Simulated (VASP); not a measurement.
# In2O (Fd-3m) in VASP: single point with PBE

Aim: the single point of In2O with PBE.

Everything below comes from runs of VASP 6.6.1. Logs are shortened: lines on timing, memory, paths and dates and some standing lists are left out, and cuts for length are marked.

## Step 1: The cell of the first run

It takes space group Fd-3m (No. 227, cubic). The conventional cell has a = 8.342 Å, b = 8.342 Å, c = 8.342 Å, α = 90.00°, β = 90.00°, γ = 90.00°. In (site symmetry -3m) has 6 In at 2.95 Å and 6 O at 3.46 Å within 3.9 Å. O (site symmetry -43m) has 12 In at 3.46 Å and 4 O at 3.61 Å within 4.5 Å.

The cell was generated, and may not be a known phase.

## Step 2: Single point, PBE, collinear spin, ferromagnetic start

Contents of INCAR:

```
ALGO = Normal
EDIFF = 1E-6
ENCUT = 600
GGA = PE
GGA_COMPAT = False
ISIF = 2
ISMEAR = 0
ISPIN = 2
LASPH = True
LCHARG = True
LELF = True
LORBIT = 11
LREAL = False
LVHAR = True
LWAVE = False
MAGMOM = 0 0 0 0 0.53 0.53
NBANDS = 45
NELM = 200
PREC = Accurate
SIGMA = 0.1
```

Contents of KPOINTS:

```
k-points
0
Gamma
  8 8 8
```

Contents of POSCAR:

```
In2O
1.0
    0.0000000000      4.1709583833      4.1709583833
    4.1709583833      0.0000000000      4.1709583833
    4.1709583833      4.1709583833      0.0000000000
In O
4 2
Direct
    0.1250000000      0.1250000000      0.1250000000
    0.6250000000      0.1250000000      0.1250000000
    0.1250000000      0.1250000000      0.6250000000
    0.1250000000      0.6250000000      0.1250000000
    0.5000000000      0.5000000000      0.5000000000
    0.7500000000      0.7500000000      0.7500000000
```

Potentials or basis: VASP PAW PBE potentials, release 64 (In_d, O).

The run is started by

```console
> cat potpaw_PBE.64/In_d/POTCAR potpaw_PBE.64/O/POTCAR > POTCAR
> mpirun -np 1 vasp_std > vasp.out
```

OUTCAR:

```text
EDIFF = 1E-6
   ENCUT = 600
   GGA = PE
   ISIF = 2
   ISMEAR = 0
   ISPIN = 2
   LASPH = True
   LORBIT = 11
   LREAL = False
   NELM = 200
   PREC = Accurate

 ion  position               nearest neighbor table
   1  0.125  0.125  0.125-   2 2.95   3 2.95   4 2.95   3 2.95   4 2.95   2 2.95
   2  0.625  0.125  0.125-   1 2.95   3 2.95   4 2.95   1 2.95   3 2.95   4 2.95
   3  0.125  0.125  0.625-   1 2.95   1 2.95   2 2.95   4 2.95   4 2.95   2 2.95
   4  0.125  0.625  0.125-   1 2.95   3 2.95   1 2.95   2 2.95   3 2.95   2 2.95
   5  0.500  0.500  0.500-
   6  0.750  0.750  0.750-

  LATTYP: Found a face centered cubic cell.
 ALAT       =     8.3419167666

  Lattice vectors:

 A1 = (   0.0000000000,   4.1709583833,   4.1709583833)
 A2 = (   4.1709583833,   0.0000000000,   4.1709583833)
 A3 = (   4.1709583833,   4.1709583833,   0.0000000000)

Analysis of symmetry for initial positions (statically):
=====================================================================
 Subroutine PRICEL returns:
 Original cell was already a primitive cell.

 Routine SETGRP: Setting up the symmetry group for a
 face centered cubic supercell.

 Subroutine GETGRP returns: Found 48 space group operations
 (whereof 24 operations were pure point group operations)
 out of a pool of 48 trial point group operations.

The static configuration has the point symmetry T_d .
 The point group associated with its full space group is O_h .

Analysis of symmetry for dynamics (positions and initial velocities):
=====================================================================
 Subroutine PRICEL returns:
 Original cell was already a primitive cell.

 Routine SETGRP: Setting up the symmetry group for a
 face centered cubic supercell.

 Subroutine GETGRP returns: Found 48 space group operations
 (whereof 24 operations were pure point group operations)
 out of a pool of 48 trial point group operations.

The dynamic configuration has the point symmetry T_d .
 The point group associated with its full space group is O_h .

Analysis of structural, dynamic, and magnetic symmetry:
=====================================================================
 Subroutine PRICEL returns:
 Original cell was already a primitive cell.

 Routine SETGRP: Setting up the symmetry group for a
 face centered cubic supercell.

 Subroutine GETGRP returns: Found 48 space group operations
 (whereof 24 operations were pure point group operations)
 out of a pool of 48 trial point group operations.

The overall configuration has the point symmetry T_d .
 The point group associated with its full space group is O_h .

 Subroutine INISYM returns: Found 48 space group operations
 (whereof 24 operations are pure point group operations),
 and found     1 'primitive' translations

----------------------------------------------------------------------------------------

                                     Primitive cell

  volume of cell :     145.1234

  direct lattice vectors                    reciprocal lattice vectors
     0.000000000  4.170958383  4.170958383    -0.119876526  0.119876526  0.119876526
     4.170958383  0.000000000  4.170958383     0.119876526 -0.119876526  0.119876526
     4.170958383  4.170958383  0.000000000     0.119876526  0.119876526 -0.119876526

  length of vectors
     5.898625914  5.898625914  5.898625914     0.207632233  0.207632233  0.207632233

  position of ions in fractional coordinates (direct lattice)
     0.125000000  0.125000000  0.125000000
     0.625000000  0.125000000  0.125000000
     0.125000000  0.125000000  0.625000000
     0.125000000  0.625000000  0.125000000
     0.500000000  0.500000000  0.500000000
     0.750000000  0.750000000  0.750000000

  ion indices of the primitive-cell ions
   primitive index   ion index
                 1           1
                 2           2
                 3           3
                 4           4
                 5           5
                 6           6

----------------------------------------------------------------------------------------
[... 49 lines left out ...]
  0.500000  0.250000  0.125000     48.000000
 -0.375000  0.250000  0.125000     24.000000
 [... further k-points ...]
   k-points           NKPTS =     29   k-points in BZ     NKDIM =     29   number of bands    NBANDS=     45
   number of dos      NEDOS =    301   number of ions     NIONS =      6
   total plane-waves  NPLWV = 110592
   dimension x,y,z NGX =    48 NGY =   48 NGZ =   48
   dimension x,y,z NGXF=    96 NGYF=   96 NGZF=   96
   ions per type =               4   2
   NGX,Y,Z   is equivalent  to a cutoff of  13.53, 13.53, 13.53 a.u.
   NGXF,Y,Z  is equivalent  to a cutoff of  27.06, 27.06, 27.06 a.u.
 SYSTEM =  unknown system
   PREC   = accura    normal or accurate (medium, high low for compatibility)
   ISTART =      0    job   : 0-new  1-cont  2-samecut
   ICHARG =      2    charge: 1-file 2-atom 10-const
   ISPIN  =      2    spin polarized calculation?
   LNONCOLLINEAR =      F non collinear calculations
   LSORBIT =      F    spin-orbit coupling
   LASPH  =      T    aspherical Exc in radial PAW
   ENCUT  =  600.0 eV  44.10 Ry    6.64 a.u.  11.78 11.78 11.78*2*pi/ulx,y,z
   NELM   =    200;   NELMIN=  2; NELMDL= -5     # of ELM steps
   EDIFF  = 0.1E-05   stopping-criterion for ELM
   LREAL  =      F    real-space projection
   EDIFFG = 0.1E-04   stopping-criterion for IOM
   NSW    =      0    number of steps for IOM
   IBRION =     -1    ionic relax: 0-MD 1-quasi-New 2-CG
   NFREE  =      0    steps in history (QN), initial steepest desc. (CG)
   ISIF   =      2    stress and relaxation
   ISYM   =      2    0-nonsym 1-usesym 2-fastsym
   POTIM  = 0.5000    time-step for ionic-motion
   TEBEG  =    0.0;   TEEND  =   0.0 temperature during run
   PSTRESS=    0.0 pullay stress
   NELECT =      64.0000    total number of electrons
   NUPDOWN=      -1.0000    fix difference up-down
   EMIN   =  10.00;   EMAX   =-10.00  energy-range for DOS
   EFERMI =   0.00;   METHOD = LEGACY
   ISMEAR =     0;   SIGMA  =   0.10  broadening in eV -4-tet -1-fermi 0-gaus
   EFERMI_NEDOS =   21; number of points for ismear=-14 and -15
   IALGO  =     38    algorithm
   IMIX   =      4    mixing-type and parameters
     AMIX     =   0.40;   BMIX     =  1.00
     AMIX_MAG =   1.60;   BMIX_MAG =  1.00
  volume/ion in A,a.u.               =      24.19       163.22
  Fermi-wavevector in a.u.,A,eV,Ry     =   1.246108  2.354802 21.126920  1.552785
  Thomas-Fermi vector in A             =   2.380300
   LORBIT       =     11    0 simple, 1 ext, 2 COOP (PROOUT), +10 PAW based schemes
   GGA     = PE    functional components
   LHFCALC =     F    Hartree Fock is set to
   AEXX    =    0.0000 exact exchange contribution
   IVDW    =     0    specifies the selected vdW correction
   LEPSILON=     F    determine dielectric tensor
   LRPA    =     F    only Hartree local field effects (RPA)
 spin polarized calculation
 Gauss-broadening in eV      SIGMA  =   0.10
  energy-cutoff  :      600.00
  volume of cell :      145.12
 maximum number of plane-waves:      4909
   NGX = 23   NGY = 23   NGZ = 23

 number of electron      64.0000004 magnetization       0.0018321

 number of electron      64.0000004 magnetization      -0.0000889

 Free energy of the ion-electron system (eV)
  ---------------------------------------------------
  ext. energy  EPLUGINS =         0.00000000
  ---------------------------------------------------
  free energy    TOTEN  =       -16.48757586 eV

  energy without entropy =      -16.45975915  energy(sigma->0) =      -16.47366750

 E-fermi :   3.8922     XC(G=0):  -9.3536

 val. band max:        3.8819675058   @ k =   0.3750   0.3750   0.0000
 cond. band min:       3.9459429555   @ k =   0.3750   0.0000   0.0000
 fundamental gap:      0.0639754497
 Fermi energy:         3.8922297059

 spin component 1

 k-point     1 :       0.0000    0.0000    0.0000
  band No.  band energies     occupation
      1     -11.3971      1.00000
      2     -11.1514      1.00000
      3     -11.0516      1.00000
      4     -11.0516      1.00000
      5     -11.0516      1.00000
      6     -10.9946      1.00000
[... 1117 lines left out ...]
     43      12.2040      0.00000
     44      13.4668      0.00000

 [... further k-points ...]

 spin component 2

 k-point     1 :       0.0000    0.0000    0.0000
  band No.  band energies     occupation
      1     -11.3971      1.00000
      2     -11.1514      1.00000
      3     -11.0516      1.00000
      4     -11.0516      1.00000
      5     -11.0516      1.00000
      6     -10.9946      1.00000
[... 1117 lines left out ...]
     43      12.2040      0.00000
     44      13.4668      0.00000

 [... further k-points ...]

 [bands above 44 left out]

------------------------ aborting loop because EDIFF is reached ----------------------------------------

  FORCE on cell =-STRESS in cart. coord.  units (eV):
  Direction    XX          YY          ZZ          XY          YZ          ZX
  --------------------------------------------------------------------------------------
  -------------------------------------------------------------------------------------
  Total       -0.6267032     -0.6267032     -0.6267032      0.0000000      0.0000000      0.0000000
  in kB       -6.9188660     -6.9188660     -6.9188660      0.0000000      0.0000000      0.0000000
  external PRESSURE =      -6.9188660 kB  Pullay stress =       0.0000000 kB

 VOLUME and BASIS-vectors are now :
 -----------------------------------------------------------------------------
  energy-cutoff  :      600.00
  volume of cell :      145.12
      direct lattice vectors                 reciprocal lattice vectors
     0.000000000  4.170958383  4.170958383    -0.119876526  0.119876526  0.119876526
     4.170958383  0.000000000  4.170958383     0.119876526 -0.119876526  0.119876526
     4.170958383  4.170958383  0.000000000     0.119876526  0.119876526 -0.119876526

 POSITION                                       TOTAL-FORCE (eV/Angst)
 -----------------------------------------------------------------------------------
      1.04274      1.04274      1.04274        -0.000000      0.000000      0.000000
      1.04274      3.12822      3.12822        -0.000000      0.000000      0.000000
      3.12822      3.12822      1.04274        -0.000000      0.000000      0.000000
      3.12822      1.04274      3.12822        -0.000000      0.000000      0.000000
      4.17096      4.17096      4.17096         0.000000      0.000000      0.000000
      6.25644      6.25644      6.25644        -0.000000     -0.000000     -0.000000
 -----------------------------------------------------------------------------------
    total drift:                                0.000000      0.000000      0.000000

  FREE ENERGIE OF THE ION-ELECTRON SYSTEM (eV)
  ---------------------------------------------------
  free  energy   TOTEN  =       -16.4875758628 eV

  energy  without entropy=      -16.4597591459  energy(sigma->0) =      -16.47366750

 total charge

# of ion       s       p       d       tot
------------------------------------------
    1        1.037   0.451   9.860  11.348
    2        1.037   0.451   9.860  11.348
    3        1.037   0.451   9.860  11.348
    4        1.037   0.451   9.860  11.348
    5        1.595   3.096   0.000   4.691
    6        1.595   3.096   0.000   4.691
--------------------------------------------------
tot          7.338   7.995  39.440  54.773

 magnetization (x)

# of ion       s       p       d       tot
------------------------------------------
    1       -0.000  -0.000  -0.000  -0.000
    2       -0.000  -0.000  -0.000  -0.000
    3       -0.000  -0.000  -0.000  -0.000
    4       -0.000  -0.000  -0.000  -0.000
    5       -0.000   0.000   0.000  -0.000
    6       -0.000   0.000   0.000  -0.000
--------------------------------------------------
tot         -0.000  -0.000  -0.000  -0.000
```

Run time: 17 min. Hardware: 1 thread of Oxide Virtual Turin-like, shared host; peak memory 0.57 GiB.

Results:

| Item | Value |
| --- | --- |
| Free energy | -16.4876 eV |
| Pressure | -0.7 GPa |
| Band gap on the k mesh | zero (filled and empty bands overlap) |
| Net moment | 0.00 μB per cell |
| Valence electrons inside the program's atomic spheres | In 11.35; O 4.69 |

Caveat: spin-orbit coupling is left out, which moves the levels of the heavy elements.

The gap in the log of VASP goes by the Fermi energy; the results here count the filled bands.